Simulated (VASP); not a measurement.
# Al2O (P1) in VASP: single point with PBE

Aim: the single point of Al2O with PBE.

Program: VASP 6.6.1. These are calculated values, not measurements. Logs are shortened: lines on timing, memory, paths and dates and some standing lists are left out, and cuts for length are marked.

## 1. The cell of the first run

The typed cell holds 6 atoms: a = 2.854 Å, b = 3.760 Å, c = 8.250 Å, α = 87.90°, β = 90.13°, γ = 90.01°.

## 2. Single point, PBE

Contents of INCAR:

```
SYSTEM = Al2O
PREC = Accurate
ENCUT = 520
EDIFF = 1E-6
ISMEAR = 0
SIGMA = 0.1
LREAL = .False.
LASPH = .True.
NELM = 100
ALGO = Normal
ISIF = 2
LWAVE = .False.
LCHARG = .False.
GGA = PE
NBANDS = 21
```

Contents of KPOINTS:

```
regular mesh
0
Gamma
  6 6 2
  0 0 0
```

Contents of POSCAR:

```
Al2O
1.0
    2.8531439396      0.0159672843      0.0519468258
   -0.0235690443      3.7584238180      0.1059380585
   -0.1690693014      0.0695010314      8.2482272919
Al O
4 2
Direct
    0.9996964801      0.5708503625      0.9893710903
    0.9996976678      0.0708430587      0.4893722147
    0.5005287407      0.1312609919      0.2043060041
    0.5005295544      0.6312671541      0.7043057888
   -0.0002258278      0.0478942292      0.0563207131
   -0.0002266153      0.5478842035      0.5563241890
```

Potentials or basis: VASP PAW PBE potentials, release 64 (Al, O).

Command:

```bash
$ cat potpaw_PBE.64/Al/POTCAR potpaw_PBE.64/O/POTCAR > POTCAR
$ mpirun -np 1 vasp_std > vasp.out
```

OUTCAR:

```text
SYSTEM = Al2O
   PREC = Accurate
   ENCUT = 520
   EDIFF = 1E-6
   ISMEAR = 0
   LREAL = .False.
   LASPH = .True.
   NELM = 100
   ISIF = 2
   GGA = PE

 ion  position               nearest neighbor table
   1  1.000  0.571  0.989-   5 1.90   5 2.02   4 2.75   4 2.76   3 2.77   3 2.78   3 3.14   3 3.15

   2  1.000  0.071  0.489-   6 1.90   6 2.02   3 2.75   3 2.76   4 2.77   4 2.77   4 3.14   4 3.15

   3  0.501  0.131  0.204-   5 1.91   5 1.91   2 2.75   2 2.76   1 2.77   1 2.78   1 3.14   1 3.15

   4  0.501  0.631  0.704-   6 1.91   6 1.91   1 2.75   1 2.76   2 2.77   2 2.77   2 3.14   2 3.15

   5  1.000  0.048  0.056-   1 1.90   3 1.91   3 1.91   1 2.02
   6  1.000  0.548  0.556-   2 1.90   4 1.91   4 1.91   2 2.02

  LATTYP: Found a triclinic cell.
 ALAT       =     8.2502526192
 B/A-ratio  =     0.4557424596
 C/A-ratio  =     0.3458877683
 COS(alpha) =     0.0001613188
 COS(beta)  =     0.0022426676
 COS(gamma) =     0.0367172258

  Lattice vectors:

 A1 = (  -0.1690693014,   0.0695010314,   8.2482272919)
 A2 = (  -0.0235690443,   3.7584238180,   0.1059380585)
 A3 = (  -2.8531439396,  -0.0159672843,  -0.0519468258)

Analysis of symmetry for initial positions (statically):
=====================================================================
 Subroutine PRICEL returns:
 Original cell was already a primitive cell.

 Routine SETGRP: Setting up the symmetry group for a
 triclinic supercell.

 Subroutine GETGRP returns: Found  1 space group operations
 (whereof  1 operations were pure point group operations)
 out of a pool of  2 trial point group operations.

The static configuration has the point symmetry C_1 .

Analysis of symmetry for dynamics (positions and initial velocities):
=====================================================================
 Subroutine PRICEL returns:
 Original cell was already a primitive cell.

 Routine SETGRP: Setting up the symmetry group for a
 triclinic supercell.

 Subroutine GETGRP returns: Found  1 space group operations
 (whereof  1 operations were pure point group operations)
 out of a pool of  2 trial point group operations.

The dynamic configuration has the point symmetry C_1 .

 Subroutine INISYM returns: Found  1 space group operations
 (whereof  1 operations are pure point group operations),
 and found     1 'primitive' translations

----------------------------------------------------------------------------------------

                                     Primitive cell

  volume of cell :      88.4631

  direct lattice vectors                    reciprocal lattice vectors
     2.853143940  0.015967284  0.051946826     0.350348945  0.001995090  0.007164520
    -0.023569044  3.758423818  0.105938059    -0.001447964  0.266123945 -0.002272088
    -0.169069301  0.069501031  8.248227292    -0.002187879 -0.003430591  0.121222232

  length of vectors
     2.853661467  3.759990421  8.250252619     0.350427873  0.266137583  0.121290500

  position of ions in fractional coordinates (direct lattice)
     0.999696480  0.570850363  0.989371090
     0.999697668  0.070843059  0.489372215
     0.500528741  0.131260992  0.204306004
     0.500529554  0.631267154  0.704305789
     0.999774172  0.047894229  0.056320713
     0.999773385  0.547884203  0.556324189

  ion indices of the primitive-cell ions
   primitive index   ion index
                 1           1
                 2           2
                 3           3
                 4           4
                 5           5
                 6           6

----------------------------------------------------------------------------------------

 KPOINTS: regular mesh

Automatic generation of k-mesh.
 Grid dimensions read from file:
 generate k-points for:    6    6    2

 Generating k-lattice:

  Cartesian coordinates                     Fractional coordinates (reciprocal lattice)
     0.058391491  0.000332515  0.001194087     0.166666667  0.000000000  0.000000000
    -0.000241327  0.044353991 -0.000378681    -0.000000000  0.166666667 -0.000000000
    -0.001093939 -0.001715295  0.060611116     0.000000000  0.000000000  0.500000000

  Length of vectors
     0.058404645  0.044356264  0.060645250

  Shift w.r.t. Gamma in fractional coordinates (k-lattice)
     0.000000000  0.000000000  0.000000000

 Subroutine IBZKPT returns following result:
 ===========================================

 Found     40 irreducible k-points:

 Following reciprocal coordinates:
            Coordinates               Weight
  0.000000  0.000000  0.000000      1.000000
  0.166667  0.000000  0.000000      2.000000
  0.333333 -0.000000 -0.000000      2.000000
  0.500000 -0.000000  0.000000      1.000000
 -0.000000  0.166667 -0.000000      2.000000
  0.166667  0.166667 -0.000000      2.000000
[... 16 lines left out ...]
  0.333333  0.000000  0.500000      2.000000
  0.500000 -0.000000  0.500000      1.000000
 [... further k-points ...]
   k-points           NKPTS =     40   k-points in BZ     NKDIM =     40   number of bands    NBANDS=     21
   number of dos      NEDOS =    301   number of ions     NIONS =      6
   total plane-waves  NPLWV =  43008
   dimension x,y,z NGX =    24 NGY =   28 NGZ =   64
   dimension x,y,z NGXF=    48 NGYF=   56 NGZF=  128
   ions per type =               4   2
   NGX,Y,Z   is equivalent  to a cutoff of  13.98, 12.38, 12.90 a.u.
   NGXF,Y,Z  is equivalent  to a cutoff of  27.96, 24.76, 25.79 a.u.
 SYSTEM =  Al2O
   PREC   = accura    normal or accurate (medium, high low for compatibility)
   ISTART =      0    job   : 0-new  1-cont  2-samecut
   ICHARG =      2    charge: 1-file 2-atom 10-const
   ISPIN  =      1    spin polarized calculation?
   LNONCOLLINEAR =      F non collinear calculations
   LSORBIT =      F    spin-orbit coupling
   LASPH  =      T    aspherical Exc in radial PAW
   ENCUT  =  520.0 eV  38.22 Ry    6.18 a.u.   5.31  6.99 15.34*2*pi/ulx,y,z
   NELM   =    100;   NELMIN=  2; NELMDL= -5     # of ELM steps
   EDIFF  = 0.1E-05   stopping-criterion for ELM
   LREAL  =      F    real-space projection
   EDIFFG = 0.1E-04   stopping-criterion for IOM
   NSW    =      0    number of steps for IOM
   IBRION =     -1    ionic relax: 0-MD 1-quasi-New 2-CG
   NFREE  =      0    steps in history (QN), initial steepest desc. (CG)
   ISIF   =      2    stress and relaxation
   ISYM   =      2    0-nonsym 1-usesym 2-fastsym
   POTIM  = 0.5000    time-step for ionic-motion
   TEBEG  =    0.0;   TEEND  =   0.0 temperature during run
   PSTRESS=    0.0 pullay stress
   NELECT =      24.0000    total number of electrons
   NUPDOWN=      -1.0000    fix difference up-down
   EMIN   =  10.00;   EMAX   =-10.00  energy-range for DOS
   EFERMI =   0.00;   METHOD = LEGACY
   ISMEAR =     0;   SIGMA  =   0.10  broadening in eV -4-tet -1-fermi 0-gaus
   EFERMI_NEDOS =   21; number of points for ismear=-14 and -15
   IALGO  =     38    algorithm
   IMIX   =      4    mixing-type and parameters
     AMIX     =   0.40;   BMIX     =  1.00
     AMIX_MAG =   1.60;   BMIX_MAG =  1.00
  volume/ion in A,a.u.               =      14.74        99.50
  Fermi-wavevector in a.u.,A,eV,Ry     =   1.059801  2.002734 15.281775  1.123179
  Thomas-Fermi vector in A             =   2.195160
   LORBIT       =      0    0 simple, 1 ext, 2 COOP (PROOUT), +10 PAW based schemes
   GGA     = PE    functional components
   LHFCALC =     F    Hartree Fock is set to
   AEXX    =    0.0000 exact exchange contribution
   IVDW    =     0    specifies the selected vdW correction
   LEPSILON=     F    determine dielectric tensor
   LRPA    =     F    only Hartree local field effects (RPA)
 non-spin polarized calculation
 Gauss-broadening in eV      SIGMA  =   0.10
  energy-cutoff  :      520.00
  volume of cell :       88.46
 maximum number of plane-waves:      2403
 NGX is ok and might be reduce to    24
   NGX = 11   NGY = 13   NGZ = 31

 number of electron      24.0000009 magnetization

 Free energy of the ion-electron system (eV)
  ---------------------------------------------------
  ext. energy  EPLUGINS =         0.00000000
  ---------------------------------------------------
  free energy    TOTEN  =       -31.84002088 eV

  energy without entropy =      -31.83619250  energy(sigma->0) =      -31.83810669

 E-fermi :   6.5207     XC(G=0):  -9.8188

 val. band max:        6.5195844154   @ k =   0.5000  -0.0000   0.0000
 cond. band min:       6.5887878994   @ k =   0.5000   0.5000  -0.0000
 fundamental gap:      0.0692034840
 Fermi energy:         6.5207295267

 k-point     1 :       0.0000    0.0000    0.0000
  band No.  band energies     occupation
      1     -14.5610      2.00000
      2     -14.5148      2.00000
      3      -2.3005      2.00000
      4      -1.1229      2.00000
      5      -0.8011      2.00000
      6      -0.4615      2.00000
[... 13 lines left out ...]
     20      14.6604      0.00000
     21      15.2277      0.00000

 k-point     2 :       0.1667    0.0000    0.0000
  band No.  band energies     occupation
      1     -14.4198      2.00000
      2     -14.3788      2.00000
      3      -1.9478      2.00000
      4      -1.0271      2.00000
      5      -0.6208      2.00000
      6      -0.5260      2.00000
[... 13 lines left out ...]
     20      13.9459      0.00000
     21      14.7558      0.00000

 k-point     3 :       0.3333   -0.0000   -0.0000
  band No.  band energies     occupation
      1     -14.1157      2.00000
      2     -14.0863      2.00000
      3      -1.7025      2.00000
      4      -1.3416      2.00000
      5      -1.0373      2.00000
      6      -0.4474      2.00000
[... 13 lines left out ...]
     20      13.4812      0.00000
     21      14.2278      0.00000

 k-point     4 :       0.5000   -0.0000    0.0000
  band No.  band energies     occupation
      1     -13.9510      2.00000
      2     -13.9282      2.00000
      3      -2.2465      2.00000
      4      -1.9428      2.00000
      5      -0.5753      2.00000
      6      -0.2665      2.00000
[... 13 lines left out ...]
     20      13.0624      0.00000
     21      13.5843      0.00000

 k-point     5 :      -0.0000    0.1667   -0.0000
  band No.  band energies     occupation
      1     -14.5222      2.00000
      2     -14.4820      2.00000
      3      -2.2570      2.00000
      4      -1.9326      2.00000
      5      -1.3595      2.00000
      6      -0.3220      2.00000
[... 13 lines left out ...]
     20      14.9454      0.00000
     21      15.2896      0.00000

 k-point     6 :       0.1667    0.1667   -0.0000
  band No.  band energies     occupation
      1     -14.3835      2.00000
      2     -14.3478      2.00000
      3      -1.9278      2.00000
      4      -1.7103      2.00000
      5      -1.1111      2.00000
      6      -0.2352      2.00000
[... 13 lines left out ...]
     20      13.7092      0.00000
     21      14.9024      0.00000

 k-point     7 :       0.3333    0.1667    0.0000
  band No.  band energies     occupation
      1     -14.0853      2.00000
      2     -14.0598      2.00000
      3      -1.6595      2.00000
      4      -1.3351      2.00000
      5      -1.0171      2.00000
      6      -0.7267      2.00000
[... 13 lines left out ...]
     20      13.9055      0.00000
     21      14.1501      0.00000
[... 291 lines left out ...]
      1     -13.8361      2.00000
      2     -13.8361      2.00000
      3      -1.5480      2.00000
      4      -1.5480      2.00000
      5      -1.2946      2.00000
      6      -1.2945      2.00000
[... 13 lines left out ...]
     20      12.6500      0.00000
     21      13.0700      0.00000

 k-point    21 :       0.0000    0.0000    0.5000
  band No.  band energies     occupation
      1     -14.5381      2.00000
      2     -14.5381      2.00000
      3      -1.8526      2.00000
      4      -1.8526      2.00000
      5      -0.7351      2.00000
      6      -0.7351      2.00000
[... 13 lines left out ...]
     20      14.2999      0.00000
     21      15.3881      0.00000

 k-point    22 :       0.1667   -0.0000    0.5000
  band No.  band energies     occupation
      1     -14.3994      2.00000
      2     -14.3993      2.00000
      3      -1.5751      2.00000
      4      -1.5718      2.00000
      5      -0.5716      2.00000
      6      -0.5714      2.00000
[... 13 lines left out ...]
     20      13.7032      0.00000
     21      14.2728      0.00000

 k-point    23 :       0.3333    0.0000    0.5000
  band No.  band energies     occupation
      1     -14.1011      2.00000
      2     -14.1010      2.00000
      3      -1.5674      2.00000
      4      -1.5672      2.00000
      5      -0.6673      2.00000
      6      -0.6644      2.00000
[... 13 lines left out ...]
     20      12.6206      0.00000
     21      14.0179      0.00000

 k-point    24 :       0.5000   -0.0000    0.5000
  band No.  band energies     occupation
      1     -13.9396      2.00000
      2     -13.9396      2.00000
      3      -2.1023      2.00000
      4      -2.1022      2.00000
      5      -0.4024      2.00000
      6      -0.4023      2.00000
[... 13 lines left out ...]
     20      13.9378      0.00000
     21      14.1939      0.00000

 [... further k-points ...]
[... 5 lines left out ...]
  --------------------------------------------------------------------------------------
  -------------------------------------------------------------------------------------
  Total       -0.0094769     -0.0105721     -0.0087167      0.0009781      0.0410965      0.0236875
  in kB       -0.1716391     -0.1914747     -0.1578701      0.0177153      0.7443093      0.4290102
  external PRESSURE =      -0.1736613 kB  Pullay stress =       0.0000000 kB

 VOLUME and BASIS-vectors are now :
 -----------------------------------------------------------------------------
  energy-cutoff  :      520.00
  volume of cell :       88.46
      direct lattice vectors                 reciprocal lattice vectors
     2.853143940  0.015967284  0.051946826     0.350348945  0.001995090  0.007164520
    -0.023569044  3.758423818  0.105938059    -0.001447964  0.266123945 -0.002272088
    -0.169069301  0.069501031  8.248227292    -0.002187879 -0.003430591  0.121222232

 POSITION                                       TOTAL-FORCE (eV/Angst)
 -----------------------------------------------------------------------------------
      2.67155      2.23022      8.27296        -0.000100     -0.004477     -0.001555
      2.76787      0.31623      4.09589        -0.000113     -0.004413     -0.001621
      1.39044      0.51553      1.72507        -0.000256      0.004526      0.001223
      1.29413      2.42951      5.90215        -0.000287      0.004489      0.001307
      2.84185      0.19988      0.52155         0.000359     -0.000063      0.000413
      2.74553      2.11381      4.69867         0.000398     -0.000063      0.000233
 -----------------------------------------------------------------------------------
    total drift:                                0.000084     -0.000311     -0.001007

  FREE ENERGIE OF THE ION-ELECTRON SYSTEM (eV)
  ---------------------------------------------------
  free  energy   TOTEN  =       -31.8400208830 eV

  energy  without entropy=      -31.8361925018  energy(sigma->0) =      -31.83810669
```

Wall time 68 s (1 thread of AMD EPYC 7R13 (Zen 3), shared host); peak memory 0.19 GiB.

What came out:

| Item | Value |
| --- | --- |
| Free energy | -31.8400 eV |
| Pressure | 0.0 GPa |
| Largest force | 0.005 eV/Å |
| Band gap on the k mesh | zero (band 12 reaches 7.08 eV, above the bottom of band 13 at 6.35 eV) |

Forces on the atoms (eV/Å):
```
Al   0.000 -0.004 -0.002
Al   0.000 -0.004 -0.002
Al   0.000  0.005  0.001
Al   0.000  0.004  0.001
O    0.000  0.000  0.000
O    0.000  0.000  0.000
```

Stress tensor (GPa, compression positive):
```
-0.02  0.00  0.04
 0.00 -0.02  0.07
 0.04  0.07 -0.02
```

Caveat: the k points lie up to 0.38 Å⁻¹ apart.
